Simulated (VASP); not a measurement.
# BiTe (Pm-3m) in VASP: single point with LDA

Aim: the single point of BiTe with LDA.

All numbers are computed with VASP 6.6.1; they aren't measurements. Logs are shortened: lines on timing, memory, paths and dates and some standing lists are left out, and cuts for length are marked.

**1. The cell of the first run**

The structure is cubic, space group Pm-3m (No. 221). The conventional cell has a = 4.076 Å, b = 4.076 Å, c = 4.076 Å, α = 90.00°, β = 90.00°, γ = 90.00°. Bi (site symmetry m-3m) has 8 Te at 3.53 Å and 6 Bi at 4.08 Å within 4.6 Å. Te (site symmetry m-3m) has 8 Bi at 3.53 Å and 6 Te at 4.08 Å within 4.6 Å.

**2. Single point, LDA**

Input file INCAR:

```
PREC = Accurate
ENCUT = 520
EDIFF = 1E-7
ISMEAR = 0
SIGMA = 0.15
LREAL = F
LASPH = T
NELM = 100
ALGO = Normal
ISIF = 2
LWAVE = F
LCHARG = F
NBANDS = 18
```

Input file KPOINTS:

```
regular mesh
0
Gamma
  14 14 14
```

Input file POSCAR:

```
BiTe
1.0
   -1.3586148655      2.7172297309      2.7172297309
    2.7172297309     -1.3586148655      2.7172297309
    2.7172297309      2.7172297309     -1.3586148655
Bi Te
1 1
Direct
    0.0000000000      0.0000000000      0.0000000000
    0.5000000000      0.5000000000      0.5000000000
```

Potentials or basis: VASP PAW LDA potentials, release 64 (Bi_d, Te).

Launch:

```sh
cat potpaw_LDA.64/Bi_d/POTCAR potpaw_LDA.64/Te/POTCAR > POTCAR
mpirun -np 1 vasp_std > vasp.out
```

OUTCAR:

```text
PREC = Accurate
   ENCUT = 520
   EDIFF = 1E-7
   ISMEAR = 0
   LREAL = F
   LASPH = T
   NELM = 100
   ISIF = 2

 ion  position               nearest neighbor table
   1  0.000  0.000  0.000-   2 3.53   2 3.53   2 3.53   2 3.53   2 3.53   2 3.53   2 3.53   2 3.53

   2  0.500  0.500  0.500-   1 3.53   1 3.53   1 3.53   1 3.53   1 3.53   1 3.53   1 3.53   1 3.53

  LATTYP: Found a simple cubic cell.
 ALAT       =     4.0758445964

  Lattice vectors:

 A1 = (  -1.3586148655,   2.7172297309,   2.7172297309)
 A2 = (   2.7172297309,  -1.3586148655,   2.7172297309)
 A3 = (   2.7172297309,   2.7172297309,  -1.3586148655)

Analysis of symmetry for initial positions (statically):
=====================================================================
 Subroutine PRICEL returns:
 Original cell was already a primitive cell.

 Routine SETGRP: Setting up the symmetry group for a
 simple cubic supercell.

 Subroutine GETGRP returns: Found 48 space group operations
 (whereof 48 operations were pure point group operations)
 out of a pool of 48 trial point group operations.

The static configuration has the point symmetry O_h .

Analysis of symmetry for dynamics (positions and initial velocities):
=====================================================================
 Subroutine PRICEL returns:
 Original cell was already a primitive cell.

 Routine SETGRP: Setting up the symmetry group for a
 simple cubic supercell.

 Subroutine GETGRP returns: Found 48 space group operations
 (whereof 48 operations were pure point group operations)
 out of a pool of 48 trial point group operations.

The dynamic configuration has the point symmetry O_h .

 Subroutine INISYM returns: Found 48 space group operations
 (whereof 48 operations are pure point group operations),
 and found     1 'primitive' translations

----------------------------------------------------------------------------------------

                                     Primitive cell

  volume of cell :      67.7100

  direct lattice vectors                    reciprocal lattice vectors
    -1.358614866  2.717229731  2.717229731    -0.081782640  0.163565281  0.163565281
     2.717229731 -1.358614866  2.717229731     0.163565281 -0.081782640  0.163565281
     2.717229731  2.717229731 -1.358614866     0.163565281  0.163565281 -0.081782640

  length of vectors
     4.075844596  4.075844596  4.075844596     0.245347921  0.245347921  0.245347921

  position of ions in fractional coordinates (direct lattice)
     0.000000000  0.000000000  0.000000000
     0.500000000  0.500000000  0.500000000

  ion indices of the primitive-cell ions
   primitive index   ion index
                 1           1
                 2           2

----------------------------------------------------------------------------------------

 KPOINTS: regular mesh

Automatic generation of k-mesh.
 Grid dimensions read from file:
 generate k-points for:   14   14   14

 Generating k-lattice:

  Cartesian coordinates                     Fractional coordinates (reciprocal lattice)
    -0.005841617  0.011683234  0.011683234     0.071428571  0.000000000  0.000000000
     0.011683234 -0.005841617  0.011683234     0.000000000  0.071428571  0.000000000
     0.011683234  0.011683234 -0.005841617     0.000000000  0.000000000  0.071428571

  Length of vectors
     0.017524852  0.017524852  0.017524852

  Shift w.r.t. Gamma in fractional coordinates (k-lattice)
     0.000000000  0.000000000  0.000000000

 Subroutine IBZKPT returns following result:
 ===========================================

 Found    120 irreducible k-points:

 Following reciprocal coordinates:
            Coordinates               Weight
  0.000000  0.000000  0.000000      1.000000
  0.071429  0.000000  0.000000      6.000000
  0.142857  0.000000  0.000000      6.000000
  0.214286 -0.000000 -0.000000      6.000000
  0.285714 -0.000000 -0.000000      6.000000
  0.357143  0.000000  0.000000      6.000000
[... 16 lines left out ...]
  0.285714  0.214286  0.000000     24.000000
  0.357143  0.214286  0.000000     24.000000
 [... further k-points ...]
   k-points           NKPTS =    120   k-points in BZ     NKDIM =    120   number of bands    NBANDS=     18
   number of dos      NEDOS =    301   number of ions     NIONS =      2
   total plane-waves  NPLWV =  27000
   dimension x,y,z NGX =    30 NGY =   30 NGZ =   30
   dimension x,y,z NGXF=    60 NGYF=   60 NGZF=   60
   ions per type =               1   1
   NGX,Y,Z   is equivalent  to a cutoff of  12.24, 12.24, 12.24 a.u.
   NGXF,Y,Z  is equivalent  to a cutoff of  24.47, 24.47, 24.47 a.u.
 SYSTEM =  unknown system
   PREC   = accura    normal or accurate (medium, high low for compatibility)
   ISTART =      0    job   : 0-new  1-cont  2-samecut
   ICHARG =      2    charge: 1-file 2-atom 10-const
   ISPIN  =      1    spin polarized calculation?
   LNONCOLLINEAR =      F non collinear calculations
   LSORBIT =      F    spin-orbit coupling
   LASPH  =      T    aspherical Exc in radial PAW
   ENCUT  =  520.0 eV  38.22 Ry    6.18 a.u.   7.58  7.58  7.58*2*pi/ulx,y,z
   NELM   =    100;   NELMIN=  2; NELMDL= -5     # of ELM steps
   EDIFF  = 0.1E-06   stopping-criterion for ELM
   LREAL  =      F    real-space projection
   EDIFFG = 0.1E-05   stopping-criterion for IOM
   NSW    =      0    number of steps for IOM
   IBRION =     -1    ionic relax: 0-MD 1-quasi-New 2-CG
   NFREE  =      0    steps in history (QN), initial steepest desc. (CG)
   ISIF   =      2    stress and relaxation
   ISYM   =      2    0-nonsym 1-usesym 2-fastsym
   POTIM  = 0.5000    time-step for ionic-motion
   TEBEG  =    0.0;   TEEND  =   0.0 temperature during run
   PSTRESS=    0.0 pullay stress
   NELECT =      21.0000    total number of electrons
   NUPDOWN=      -1.0000    fix difference up-down
   EMIN   =  10.00;   EMAX   =-10.00  energy-range for DOS
   EFERMI =   0.00;   METHOD = LEGACY
   ISMEAR =     0;   SIGMA  =   0.15  broadening in eV -4-tet -1-fermi 0-gaus
   EFERMI_NEDOS =   21; number of points for ismear=-14 and -15
   IALGO  =     38    algorithm
   IMIX   =      4    mixing-type and parameters
     AMIX     =   0.40;   BMIX     =  1.00
     AMIX_MAG =   1.60;   BMIX_MAG =  1.00
  volume/ion in A,a.u.               =      33.86       228.46
  Fermi-wavevector in a.u.,A,eV,Ry     =   1.108146  2.094092 16.707785  1.227988
  Thomas-Fermi vector in A             =   2.244669
   LORBIT       =      0    0 simple, 1 ext, 2 COOP (PROOUT), +10 PAW based schemes
   GGA     = CA    functional components
   LHFCALC =     F    Hartree Fock is set to
   AEXX    =    0.0000 exact exchange contribution
   IVDW    =     0    specifies the selected vdW correction
   LEPSILON=     F    determine dielectric tensor
   LRPA    =     F    only Hartree local field effects (RPA)
 non-spin polarized calculation
 Gauss-broadening in eV      SIGMA  =   0.15
  energy-cutoff  :      520.00
  volume of cell :       67.71
 maximum number of plane-waves:      1856
   NGX = 15   NGY = 15   NGZ = 15

 number of electron      20.9999995 magnetization

 Free energy of the ion-electron system (eV)
  ---------------------------------------------------
  ext. energy  EPLUGINS =         0.00000000
  ---------------------------------------------------
  free energy    TOTEN  =        -8.01313984 eV

  energy without entropy =       -7.99740303  energy(sigma->0) =       -8.00527144

 E-fermi :   6.2400     XC(G=0):  -9.8124

 val. band max:        6.2098649813   @ k =   0.2857   0.1429   0.0714
 cond. band min:       6.2532451374   @ k =   0.4286   0.0714   0.0714
 fundamental gap:      0.0433801561
 Fermi energy:         6.2400089460

 k-point     1 :       0.0000    0.0000    0.0000
  band No.  band energies     occupation
      1     -17.0416      2.00000
      2     -17.0416      2.00000
      3     -17.0097      2.00000
      4     -17.0097      2.00000
      5     -17.0097      2.00000
      6      -6.7270      2.00000
[... 10 lines left out ...]
     17      16.2356      0.00000
     18      16.2356      0.00000

 k-point     2 :       0.0714    0.0000    0.0000
  band No.  band energies     occupation
      1     -17.0416      2.00000
      2     -17.0403      2.00000
      3     -17.0100      2.00000
      4     -17.0100      2.00000
      5     -17.0096      2.00000
      6      -6.6879      2.00000
[... 10 lines left out ...]
     17      15.9902      0.00000
     18      15.9923      0.00000

 k-point     3 :       0.1429    0.0000    0.0000
  band No.  band energies     occupation
      1     -17.0415      2.00000
      2     -17.0364      2.00000
      3     -17.0112      2.00000
      4     -17.0112      2.00000
      5     -17.0095      2.00000
      6      -6.5712      2.00000
[... 10 lines left out ...]
     17      15.5431      0.00000
     18      15.7194      0.00000

 k-point     4 :       0.2143   -0.0000   -0.0000
  band No.  band energies     occupation
      1     -17.0413      2.00000
      2     -17.0309      2.00000
      3     -17.0128      2.00000
      4     -17.0128      2.00000
      5     -17.0094      2.00000
      6      -6.3789      2.00000
[... 10 lines left out ...]
     17      15.6414      0.00000
     18      15.6422      0.00000

 k-point     5 :       0.2857   -0.0000   -0.0000
  band No.  band energies     occupation
      1     -17.0411      2.00000
      2     -17.0247      2.00000
      3     -17.0146      2.00000
      4     -17.0146      2.00000
      5     -17.0093      2.00000
      6      -6.1148      2.00000
[... 10 lines left out ...]
     17      15.7615      0.00000
     18      15.7615      0.00000

 k-point     6 :       0.3571    0.0000    0.0000
  band No.  band energies     occupation
      1     -17.0409      2.00000
      2     -17.0191      2.00000
      3     -17.0163      2.00000
      4     -17.0163      2.00000
      5     -17.0092      2.00000
      6      -5.7850      2.00000
[... 307 lines left out ...]
 k-point    21 :       0.5000    0.1429    0.0000
  band No.  band energies     occupation
      1     -17.0370      2.00000
      2     -17.0198      2.00000
      3     -17.0176      2.00000
      4     -17.0121      2.00000
      5     -17.0105      2.00000
      6      -4.9152      2.00000
[... 10 lines left out ...]
     17      15.3022      0.00000
     18      15.6080      0.00000

 k-point    22 :       0.2143    0.2143   -0.0000
  band No.  band energies     occupation
      1     -17.0358      2.00000
      2     -17.0252      2.00000
      3     -17.0164      2.00000
      4     -17.0127      2.00000
      5     -17.0123      2.00000
      6      -6.0466      2.00000
[... 10 lines left out ...]
     17      14.2112      0.00000
     18      16.5730      0.00000

 k-point    23 :       0.2857    0.2143    0.0000
  band No.  band energies     occupation
      1     -17.0346      2.00000
      2     -17.0200      2.00000
      3     -17.0184      2.00000
      4     -17.0142      2.00000
      5     -17.0123      2.00000
      6      -5.7975      2.00000
[... 10 lines left out ...]
     17      14.0290      0.00000
     18      15.9314      0.00000

 k-point    24 :       0.3571    0.2143    0.0000
  band No.  band energies     occupation
      1     -17.0340      2.00000
      2     -17.0202      2.00000
      3     -17.0158      2.00000
      4     -17.0148      2.00000
      5     -17.0121      2.00000
      6      -5.4906      2.00000
[... 10 lines left out ...]
     17      14.6549      0.00000
     18      15.3207      0.00000

 [... further k-points ...]
[... 5 lines left out ...]
  --------------------------------------------------------------------------------------
  -------------------------------------------------------------------------------------
  Total       -3.4426043     -3.4426043     -3.4426043      0.0000000      0.0000000      0.0000000
  in kB      -81.4600818    -81.4600818    -81.4600818      0.0000000      0.0000000      0.0000000
  external PRESSURE =     -81.4600818 kB  Pullay stress =       0.0000000 kB

 VOLUME and BASIS-vectors are now :
 -----------------------------------------------------------------------------
  energy-cutoff  :      520.00
  volume of cell :       67.71
      direct lattice vectors                 reciprocal lattice vectors
    -1.358614866  2.717229731  2.717229731    -0.081782640  0.163565281  0.163565281
     2.717229731 -1.358614866  2.717229731     0.163565281 -0.081782640  0.163565281
     2.717229731  2.717229731 -1.358614866     0.163565281  0.163565281 -0.081782640

 POSITION                                       TOTAL-FORCE (eV/Angst)
 -----------------------------------------------------------------------------------
      0.00000      0.00000      0.00000         0.000000      0.000000     -0.000000
      2.03792      2.03792      2.03792        -0.000000     -0.000000      0.000000
 -----------------------------------------------------------------------------------
    total drift:                               -0.000000     -0.000000     -0.000000

  FREE ENERGIE OF THE ION-ELECTRON SYSTEM (eV)
  ---------------------------------------------------
  free  energy   TOTEN  =        -8.0131398429 eV

  energy  without entropy=       -7.9974030336  energy(sigma->0) =       -8.00527144
```

Run time: 46 s. Hardware: 1 thread of AMD EPYC 9R45 (Zen 5), shared host; peak memory 0.23 GiB.

Results:

```yaml
Free_energy: -8.0131 eV
Pressure: -8.1 GPa
```

Caveat: spin-orbit coupling is left out, which moves the levels of the heavy elements.
